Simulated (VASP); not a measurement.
Write the native input for VASP 6.6.1 that does the following.

| Quantity | Value |
| --- | --- |
| Task | single point |
| Functional | revPBE |
| Dispersion | D4 |
| Potentials or basis | VASP PAW PBE potentials, release 64 (Sn_d, O) |
| Cutoff | 520 eV |
| k mesh | 6 × 6 × 8 |
| Occupations | fermi-dirac, width 0.05 eV |
| Spin | no spin polarisation |
| Dipole correction | no |
| Further INCAR settings | ALGO = Normal; EDIFF = 1e-06; NBANDS = 35 |

The structure of SnO2 lies in POSCAR:

```
SnO2
1.0
    4.7768062245      0.0000000000      0.0000000000
    0.0000000000      4.7807584908      0.0000000000
    0.0000000000      0.0000000000      3.2291996553
Sn O
2 4
Direct
    0.0000000000      0.0000000000      0.0000000000
    0.5000000000      0.5000000000      0.5000000000
    0.6946140156      0.6935626442      0.0000000000
    0.1946140156      0.8064373558      0.5000000000
    0.8053859844      0.1935626442      0.5000000000
    0.3053859844      0.3064373558      0.0000000000
```

One way to write it, as run:

INCAR

```
SYSTEM = SnO2
ALGO     = Normal         ! electronic algorithm
EDIFF    = 1E-6           ! SCF threshold, eV
ENCUT    = 520            ! plane-wave cutoff, eV
GGA      = RE             ! functional
ISIF     = 2              ! what is computed and relaxed
ISMEAR   = -1             ! smearing method
IVDW     = 13             ! dispersion correction
LASPH    = .True.         ! aspherical terms in the spheres
LCHARG   = .True.         ! write CHGCAR
LELF     = .True.         ! ELF
LREAL    = .False.        ! projectors in reciprocal space
LVHAR    = .True.       
LWAVE    = .False.        ! write WAVECAR
NBANDS   = 35             ! bands
NELM     = 100            ! most SCF steps
PREC     = Accurate       ! precision mode
SIGMA    = 0.05           ! smearing width, eV
```

KPOINTS

```
k-points
0
Gamma
  6 6 8
  0 0 0
```

Potentials or basis: VASP PAW PBE potentials, release 64 (Sn_d, O).

Launch:

```console
$ cat potpaw_PBE.64/Sn_d/POTCAR potpaw_PBE.64/O/POTCAR > POTCAR
$ mpirun -np 1 vasp_std > vasp.out
```

It gave:

```yaml
Pressure: 0.6 GPa
Largest_force: 0.015 eV/Å
Band_gap_on_the_k_mesh: 0.95 eV
Dispersion_energy_per_atom: -0.486 eV
```

Caveat: the PAW data sets were made with another functional, which shifts forces and pressure a little; spin-orbit coupling is left out, which moves the levels of the heavy elements.

It took 4.6 min on 1 thread of Intel Xeon 8259CL, with other jobs on the host, peak memory 0.28 GiB.
